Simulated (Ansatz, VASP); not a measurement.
## W2Se3: VASP beside Ansatz

```
W Se
1.0
     3.27061    0.00000    0.00000
    -1.63531    2.83243    0.00000
     0.00000    0.00000   45.58608
W Se
4 6
Direct
  0.33333 0.66667 0.16498
  0.66667 0.33333 0.30940
  0.33333 0.66667 0.69060
  0.66667 0.33333 0.83502
  0.66667 0.33333 0.20066
  0.33333 0.66667 0.27265
  0.33333 0.66667 0.34609
  0.66667 0.33333 0.65391
  0.66667 0.33333 0.72735
  0.33333 0.66667 0.79933
```

Alike in both runs: functional PBEsol; k mesh 9 × 9 × 1; occupations gaussian, width 0.05 eV; no spin polarisation.

Ansatz relaxed the structure, and its values are those at the end. VASP's run is a single point on that final structure, the one shown.

|  | VASP | Ansatz |
| --- | --- | --- |
| version | VASP 6.6.1 | Ansatz 0.2.0 |
| potentials or method | VASP PAW PBE potentials, release 64 (W_sv, Se), cutoff 520 eV | scalar-relativistic, plane waves, PAW |
| valence electrons in the cell | 92 | 152 |

|  | VASP | Ansatz | Ansatz less VASP |
| --- | --- | --- | --- |
| gap on the k mesh at the Fermi level (eV) | 0.16 | 0.18 | +0.018 |
| least direct gap on the mesh (eV) | 0.32 | 0.34 | +0.019 |
| rms of the force components (eV/Å) | 0.031 | 0.004 | -0.0269 |

VASP's potentials were made for PBE, not for PBEsol. VASP's potentials hold 92 valence electrons a cell and Ansatz's 152, so a difference there can come from the potentials and not from the codes.

Spin-orbit coupling is off throughout.
